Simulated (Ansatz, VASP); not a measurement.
# One calculation of TiAl, two programs

File INCAR:

```
SYSTEM = TiAl
ALGO = Fast
EDIFF = 1E-6
ENCUT = 520
GGA = CA
ISIF = 2
ISMEAR = 0
LASPH = .TRUE.
LCHARG = .TRUE.
LELF = .TRUE.
LREAL = .FALSE.
LVHAR = .TRUE.
LWAVE = .FALSE.
NBANDS = 14
NELM = 80
PREC = Accurate
SIGMA = 0.15
```

KPOINTS

```
k-points
0
G
  16 16 16
  0 0 0
```

POSCAR

```
TiAl
1.0
    2.8714581255      0.0000000000      0.0000000000
    0.0000000000      2.8714581255      0.0000000000
    0.0000000000      0.0000000000      3.5870254903
Ti Al
1 1
Direct
    0.0000000000      0.0000000000      0.0000000000
    0.5000000000      0.5000000000      0.5000000000
```

Input for Ansatz:

```yaml
crystal:
  lattice:
    - [2.8714581255, 0.0, 0.0]
    - [0.0, 2.8714581255, 0.0]
    - [0.0, 0.0, 3.5870254903]
  atoms:
    - { symbol: Ti, position: [0.0, 0.0, 0.0] }
    - { symbol: Al, position: [0.5, 0.5, 0.5] }
basis:
  ecutwfc: 520.0
kpoints:
  mp_grid: { grid: [16, 16, 16] }
hamiltonian:
  xc: lda
  pseudopotentials: { kind: paw, azcp: { folder: soft_1 } }
scf:
  occupations: { method: gaussian, width: 0.15 }
output:
  forces: true
  stress: true
  eigenvalues: true
```

Alike in both runs: task single point; functional LDA; k mesh 16 × 16 × 16; occupations gaussian, width 0.15 eV; no spin polarisation.

|  | VASP | Ansatz |
| --- | --- | --- |
| version | VASP 6.6.1 | Ansatz 0.2.0 |
| potentials or method | VASP PAW LDA potentials, release 64 (Ti_sv, Al), cutoff 520 eV | scalar-relativistic, plane waves, PAW |
| valence electrons in the cell | 15 | 15 |

```tsv
	VASP	Ansatz	Ansatz less VASP
gap on the k mesh at the Fermi level (eV)	none	none	-
pressure (GPa)	4.5	4.3	-0.18
traceless stress, the component that is largest in VASP (GPa)	5.78	5.79	+0.004
```

Ansatz warns that its potentials were made for another functional, while VASP's fit it. LDA's correlation is that of Perdew and Zunger in VASP and of Perdew and Wang (1992) in Ansatz. A gap of «none» marks a metal or a gap that the smearing closes.
